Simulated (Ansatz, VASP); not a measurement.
## Two plane-wave programs on RbBr

File INCAR:

```
SYSTEM = RbBr
ALGO = Normal ; EDIFF = 1E-6
ENCUT = 520 ; ISIF = 2
ISMEAR = 0 ; LASPH = .TRUE.
LCHARG = .FALSE. ; LREAL = .FALSE.
LWAVE = .FALSE. ; NBANDS = 15
NELM = 80 ; PREC = Accurate
SIGMA = 0.05
```

KPOINTS

```
k-points
0
G
  6 6 6
  0 0 0
```

Contents of POSCAR:

```
RbBr
1.0
    0.0000000000      3.2904000000      3.1533000000
    3.2904000000      0.0000000000      3.1533000000
    3.2904000000      3.2904000000      0.0000000000
Rb Br
1 1
Direct
    0.0000000000      0.0000000000      0.0000000000
    0.5000000000      0.5000000000      0.5000000000
```

Input for Ansatz:

```yaml
crystal:
  lattice:
    - [0.0, 3.2904, 3.1533]
    - [3.2904, 0.0, 3.1533]
    - [3.2904, 3.2904, 0.0]
  atoms:
    - { symbol: Rb, position: [0.0, 0.0, 0.0] }
    - { symbol: Br, position: [0.5, 0.5, 0.5] }
basis:
  ecutwfc: 420
kpoints:
  mp_grid: { grid: [6, 6, 6] }
hamiltonian:
  xc: lda
scf:
  occupations: { method: gaussian, width: 0.05 }
output:
  forces: true
  stress: true
  eigenvalues: true
```

Change from the starting cell: strain -0.040 along x and y, -0.080 along z, atoms carried along.

Alike in both runs: task single point; functional LDA; k mesh 6 × 6 × 6; occupations gaussian, width 0.05 eV; no spin polarisation.

|  | VASP | Ansatz |
| --- | --- | --- |
| version | VASP 6.6.1 | Ansatz 0.2.0 |
| potentials or method | VASP PAW LDA potentials, release 64 (Rb_sv, Br), cutoff 520 eV | scalar-relativistic, plane waves, PAW |
| valence electrons in the cell | 16 | 16 |

|  | VASP | Ansatz | Ansatz less VASP |
| --- | --- | --- | --- |
| gap on the k mesh at the Fermi level (eV) | 4.30 | 4.29 | -0.008 |
| least direct gap on the mesh (eV) | 4.30 | 4.29 | -0.008 |
| pressure (GPa) | 2.1 | 2.0 | -0.10 |
| traceless stress, the component that is largest in VASP (GPa) | 1.97 | 1.94 | -0.034 |

LDA's correlation is that of Perdew and Zunger in VASP and of Perdew and Wang (1992) in Ansatz.
